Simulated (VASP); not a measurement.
Here is a VASP 6.6.1 calculation.

Contents of INCAR:

```
PREC = Accurate
ENCUT = 520
EDIFF = 1E-7
ISMEAR = 0
SIGMA = 0.15
LREAL = False
LASPH = True
NELM = 80
ALGO = Fast
ISIF = 2
LWAVE = False
LCHARG = False
GGA = PS
NBANDS = 31
```

The input KPOINTS:

```
Automatic mesh
0
Gamma
  10 10 4
```

POSCAR

```
TiAl3
1.0
    0.0000000000     -3.8155481468      0.0000000000
   -3.8155481468      0.0000000000      0.0000000000
    0.0000000000      0.0000000000     -8.5539936145
Ti Al
2 6
Direct
    0.0000000000      0.0000000000      0.0000000000
    0.5000000000      0.5000000000      0.5000000000
    0.5000000000      0.5000000000      0.0000000000
    1.0000000000      1.0000000000      0.5000000000
    0.0000000000      0.5000000000      0.2500000000
    0.5000000000      0.0000000000      0.7500000000
    0.5000000000      0.0000000000      0.2500000000
    0.0000000000      0.5000000000      0.7500000000
```

Potentials or basis: VASP PAW PBE potentials, release 64 (Ti_sv, Al).

Run with:

```bash
$ cat potpaw_PBE.64/Ti_sv/POTCAR potpaw_PBE.64/Al/POTCAR > POTCAR
$ mpirun -np 1 vasp_std > vasp.out
```

Q: Estimate the pressure.

A: 0.1 GPa.

Q: Predict the band gap on the k mesh.

A: Zero (bands 21 and 22 overlap by 2.17 eV).

Caveat: the PAW data sets were made with another functional, which shifts forces and pressure a little.
